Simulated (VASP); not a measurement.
# I (P4_2/mnm) in VASP: single point with LDA

Aim: the single point of I with LDA.

Program: VASP 6.6.1. These are calculated values, not measurements. Logs are shortened: lines on timing, memory, paths and dates and some standing lists are left out, and cuts for length are marked.

## Step 1: The cell of the first run

Symmetry: P4_2/mnm, No. 136, tetragonal system. The conventional cell has a = 8.862 Å, b = 8.862 Å, c = 4.176 Å, α = 90.00°, β = 90.00°, γ = 90.00°. I (site symmetry m2m) has 11 I at 4.18 to 5.09 Å within 5.5 Å.

## Step 2: Single point, LDA

Input file INCAR:

```
PREC = Accurate
ENCUT = 520
EDIFF = 1E-7
ISMEAR = 1
SIGMA = 0.15
LREAL = F
LASPH = T
NELM = 60
ALGO = Normal
ISIF = 2
LWAVE = F
LCHARG = T
LELF = T
LVHAR = T
NBANDS = 22
```

Input file KPOINTS:

```
regular mesh
0
Gamma
  3 3 6
```

Input file POSCAR:

```
I
1.0
    8.8622930000      0.0000000000      0.0000000000
    0.0000000000      8.8622930000      0.0000000000
    0.0000000000      0.0000000000      4.1763140000
I
4
Direct
    0.3277070000      0.3277070000      0.0000000000
    0.6722930000      0.6722930000      0.0000000000
    0.1722930000      0.8277070000      0.5000000000
    0.8277070000      0.1722930000      0.5000000000
```

Potentials or basis: VASP PAW LDA potentials, release 64 (I).

Run with:

```console
> cat potpaw_LDA.64/I/POTCAR > POTCAR
> mpirun -np 1 vasp_std > vasp.out
```

OUTCAR:

```text
PREC = Accurate
   ENCUT = 520
   EDIFF = 1E-7
   ISMEAR = 1
   LREAL = F
   LASPH = T
   NELM = 60
   ISIF = 2

 ion  position               nearest neighbor table
   1  0.328  0.328  0.000-
   2  0.672  0.672  0.000-
   3  0.172  0.828  0.500-
   4  0.828  0.172  0.500-

  LATTYP: Found a simple tetragonal cell.
 ALAT       =     8.8622930000
 C/A-ratio  =     0.4712453086

  Lattice vectors:

 A1 = (   8.8622930000,   0.0000000000,   0.0000000000)
 A2 = (   0.0000000000,   8.8622930000,   0.0000000000)
 A3 = (   0.0000000000,   0.0000000000,   4.1763140000)

Analysis of symmetry for initial positions (statically):
=====================================================================
 Subroutine PRICEL returns:
 Original cell was already a primitive cell.

 Routine SETGRP: Setting up the symmetry group for a
 simple tetragonal supercell.

 Subroutine GETGRP returns: Found 16 space group operations
 (whereof  8 operations were pure point group operations)
 out of a pool of 16 trial point group operations.

The static configuration has the point symmetry D_2h.
 The point group associated with its full space group is D_4h.

Analysis of symmetry for dynamics (positions and initial velocities):
=====================================================================
 Subroutine PRICEL returns:
 Original cell was already a primitive cell.

 Routine SETGRP: Setting up the symmetry group for a
 simple tetragonal supercell.

 Subroutine GETGRP returns: Found 16 space group operations
 (whereof  8 operations were pure point group operations)
 out of a pool of 16 trial point group operations.

The dynamic configuration has the point symmetry D_2h.
 The point group associated with its full space group is D_4h.

 Subroutine INISYM returns: Found 16 space group operations
 (whereof  8 operations are pure point group operations),
 and found     1 'primitive' translations

----------------------------------------------------------------------------------------

                                     Primitive cell

  volume of cell :     328.0087

  direct lattice vectors                    reciprocal lattice vectors
     8.862293000  0.000000000  0.000000000     0.112837614  0.000000000  0.000000000
     0.000000000  8.862293000  0.000000000     0.000000000  0.112837614  0.000000000
     0.000000000  0.000000000  4.176314000     0.000000000  0.000000000  0.239445597

  length of vectors
     8.862293000  8.862293000  4.176314000     0.112837614  0.112837614  0.239445597

  position of ions in fractional coordinates (direct lattice)
     0.327707000  0.327707000  0.000000000
     0.672293000  0.672293000  0.000000000
     0.172293000  0.827707000  0.500000000
     0.827707000  0.172293000  0.500000000

  ion indices of the primitive-cell ions
   primitive index   ion index
                 1           1
                 2           2
                 3           3
                 4           4

----------------------------------------------------------------------------------------

 KPOINTS: regular mesh

Automatic generation of k-mesh.
 Grid dimensions read from file:
 generate k-points for:    3    3    6

 Generating k-lattice:

  Cartesian coordinates                     Fractional coordinates (reciprocal lattice)
     0.037612538  0.000000000  0.000000000     0.333333333  0.000000000  0.000000000
     0.000000000  0.037612538  0.000000000     0.000000000  0.333333333  0.000000000
     0.000000000  0.000000000  0.039907600     0.000000000  0.000000000  0.166666667

  Length of vectors
     0.037612538  0.037612538  0.039907600

  Shift w.r.t. Gamma in fractional coordinates (k-lattice)
     0.000000000  0.000000000  0.000000000

 Subroutine IBZKPT returns following result:
 ===========================================

 Found     12 irreducible k-points:

 Following reciprocal coordinates:
            Coordinates               Weight
  0.000000  0.000000  0.000000      1.000000
  0.333333  0.000000  0.000000      4.000000
  0.333333  0.333333  0.000000      4.000000
  0.000000  0.000000  0.166667      2.000000
  0.333333  0.000000  0.166667      8.000000
  0.333333  0.333333  0.166667      8.000000
  0.000000  0.000000  0.333333      2.000000
  0.333333  0.000000  0.333333      8.000000
  0.333333  0.333333  0.333333      8.000000
  0.000000  0.000000  0.500000      1.000000
  0.333333  0.000000  0.500000      4.000000
  0.333333  0.333333  0.500000      4.000000
   k-points           NKPTS =     12   k-points in BZ     NKDIM =     12   number of bands    NBANDS=     22
   number of dos      NEDOS =    301   number of ions     NIONS =      4
   total plane-waves  NPLWV = 156800
   dimension x,y,z NGX =    70 NGY =   70 NGZ =   32
   dimension x,y,z NGXF=   140 NGYF=  140 NGZF=   64
   ions per type =               4
   NGX,Y,Z   is equivalent  to a cutoff of  13.13, 13.13, 12.74 a.u.
   NGXF,Y,Z  is equivalent  to a cutoff of  26.26, 26.26, 25.48 a.u.
 SYSTEM =  unknown system
   PREC   = accura    normal or accurate (medium, high low for compatibility)
   ISTART =      0    job   : 0-new  1-cont  2-samecut
   ICHARG =      2    charge: 1-file 2-atom 10-const
   ISPIN  =      1    spin polarized calculation?
   LNONCOLLINEAR =      F non collinear calculations
   LSORBIT =      F    spin-orbit coupling
   LASPH  =      T    aspherical Exc in radial PAW
   ENCUT  =  520.0 eV  38.22 Ry    6.18 a.u.  16.48 16.48  7.77*2*pi/ulx,y,z
   NELM   =     60;   NELMIN=  2; NELMDL= -5     # of ELM steps
   EDIFF  = 0.1E-06   stopping-criterion for ELM
   LREAL  =      F    real-space projection
   EDIFFG = 0.1E-05   stopping-criterion for IOM
   NSW    =      0    number of steps for IOM
   IBRION =     -1    ionic relax: 0-MD 1-quasi-New 2-CG
   NFREE  =      0    steps in history (QN), initial steepest desc. (CG)
   ISIF   =      2    stress and relaxation
   ISYM   =      2    0-nonsym 1-usesym 2-fastsym
   POTIM  = 0.5000    time-step for ionic-motion
   TEBEG  =    0.0;   TEEND  =   0.0 temperature during run
   PSTRESS=    0.0 pullay stress
   NELECT =      28.0000    total number of electrons
   NUPDOWN=      -1.0000    fix difference up-down
   EMIN   =  10.00;   EMAX   =-10.00  energy-range for DOS
   EFERMI =   0.00;   METHOD = LEGACY
   ISMEAR =     1;   SIGMA  =   0.15  broadening in eV -4-tet -1-fermi 0-gaus
   EFERMI_NEDOS =   21; number of points for ismear=-14 and -15
   IALGO  =     38    algorithm
   IMIX   =      4    mixing-type and parameters
     AMIX     =   0.40;   BMIX     =  1.00
     AMIX_MAG =   1.60;   BMIX_MAG =  1.00
  volume/ion in A,a.u.               =      82.00       553.38
  Fermi-wavevector in a.u.,A,eV,Ry     =   0.720829  1.362170  7.069516  0.519595
  Thomas-Fermi vector in A             =   1.810381
   LORBIT       =      0    0 simple, 1 ext, 2 COOP (PROOUT), +10 PAW based schemes
   GGA     = CA    functional components
   LHFCALC =     F    Hartree Fock is set to
   AEXX    =    0.0000 exact exchange contribution
   IVDW    =     0    specifies the selected vdW correction
   LEPSILON=     F    determine dielectric tensor
   LRPA    =     F    only Hartree local field effects (RPA)
 non-spin polarized calculation
 Methfessel and Paxton  Order N= 1 SIGMA  =   0.15
  energy-cutoff  :      520.00
  volume of cell :      328.01
 maximum number of plane-waves:      8867
 NGX is ok and might be reduce to    70
   NGX = 33   NGY = 33   NGZ = 15

 number of electron      28.0000000 magnetization

 Free energy of the ion-electron system (eV)
  ---------------------------------------------------
  ext. energy  EPLUGINS =         0.00000000
  ---------------------------------------------------
  free energy    TOTEN  =        -2.67130426 eV

  energy without entropy =       -2.60010081  energy(sigma->0) =       -2.64756977

 E-fermi :  -2.6843     XC(G=0):  -5.9993

 val. band max:       -2.6864856620   @ k =   0.3333   0.3333   0.3333
 cond. band min:      -2.6790227779   @ k =   0.0000   0.0000   0.1667
 fundamental gap:      0.0074628841
 Fermi energy:        -2.6842869856

 k-point     1 :       0.0000    0.0000    0.0000
  band No.  band energies     occupation
      1     -13.6291      2.00000
      2     -13.5358      2.00000
      3     -13.5152      2.00000
      4     -13.5152      2.00000
      5      -3.8724      2.00000
      6      -3.3964      2.00000
[... 14 lines left out ...]
     21       4.6766      0.00000
     22       5.0543      0.00000

 k-point     2 :       0.3333    0.0000    0.0000
  band No.  band energies     occupation
      1     -13.6102      2.00000
      2     -13.5671      2.00000
      3     -13.5110      2.00000
      4     -13.5074      2.00000
      5      -3.8038      2.00000
      6      -3.6083      2.00000
[... 14 lines left out ...]
     21       4.9838      0.00000
     22       5.2917      0.00000

 k-point     3 :       0.3333    0.3333    0.0000
  band No.  band energies     occupation
      1     -13.5968      2.00000
      2     -13.5734      2.00000
      3     -13.5161      2.00000
      4     -13.5100      2.00000
      5      -3.7189      2.00000
      6      -3.5696      2.00000
[... 14 lines left out ...]
     21       4.7900      0.00000
     22       5.0678      0.00000
[... 176 lines left out ...]
 k-point    11 :       0.3333    0.0000    0.5000
  band No.  band energies     occupation
      1     -13.4029      2.00000
      2     -13.4029      2.00000
      3     -13.3400      2.00000
      4     -13.3400      2.00000
      5      -3.9932      2.00000
      6      -3.9932      2.00000
[... 14 lines left out ...]
     21       4.7235      0.00000
     22       4.7235      0.00000

 k-point    12 :       0.3333    0.3333    0.5000
  band No.  band energies     occupation
      1     -13.4026      2.00000
      2     -13.4026      2.00000
      3     -13.3403      2.00000
      4     -13.3403      2.00000
      5      -4.0153      2.00000
      6      -4.0022      2.00000
[... 14 lines left out ...]
     21       4.9795      0.00000
     22       5.0624      0.00000

------------------------ aborting loop because EDIFF is reached ----------------------------------------

  FORCE on cell =-STRESS in cart. coord.  units (eV):
  Direction    XX          YY          ZZ          XY          YZ          ZX
  --------------------------------------------------------------------------------------
  -------------------------------------------------------------------------------------
  Total       -3.1958024     -3.1958024     -8.2101448     -0.0000000      0.0000000      0.0000000
  in kB      -15.6100805    -15.6100805    -40.1029249     -0.0000000      0.0000000      0.0000000
  external PRESSURE =     -23.7743619 kB  Pullay stress =       0.0000000 kB

 VOLUME and BASIS-vectors are now :
 -----------------------------------------------------------------------------
  energy-cutoff  :      520.00
  volume of cell :      328.01
      direct lattice vectors                 reciprocal lattice vectors
     8.862293000  0.000000000  0.000000000     0.112837614  0.000000000  0.000000000
     0.000000000  8.862293000  0.000000000     0.000000000  0.112837614  0.000000000
     0.000000000  0.000000000  4.176314000     0.000000000  0.000000000  0.239445597

 POSITION                                       TOTAL-FORCE (eV/Angst)
 -----------------------------------------------------------------------------------
      2.90424      2.90424      0.00000         0.197815      0.197815      0.000000
      5.95806      5.95806      0.00000        -0.197815     -0.197815     -0.000000
      1.52691      7.33538      2.08816        -0.197815      0.197815     -0.000000
      7.33538      1.52691      2.08816         0.197815     -0.197815     -0.000000
 -----------------------------------------------------------------------------------
    total drift:                               -0.000000     -0.000000      0.000000

  FREE ENERGIE OF THE ION-ELECTRON SYSTEM (eV)
  ---------------------------------------------------
  free  energy   TOTEN  =        -2.6713042550 eV

  energy  without entropy=       -2.6001008084  energy(sigma->0) =       -2.64756977
```

Wall time 1.7 min (1 thread of AMD EPYC 7R43 (Zen 3), shared host); peak memory 0.28 GiB.

Results:

| Property | Result |
| --- | --- |
| Free energy | -2.6713 eV |
| Pressure | -2.4 GPa |
| Largest force | 0.280 eV/Å |
| Band gap on the k mesh | zero (bands 14 and 15 overlap by 0.43 eV) |

Forces on the atoms (eV/Å):
```
I    0.198  0.198  0.000
I   -0.198 -0.198  0.000
I   -0.198  0.198  0.000
I    0.198 -0.198  0.000
```

Stress tensor (GPa, compression positive):
```
-1.56  0.00  0.00
 0.00 -1.56  0.00
 0.00  0.00 -4.01
```

Caveat: spin-orbit coupling is left out, which moves the levels of the heavy elements.
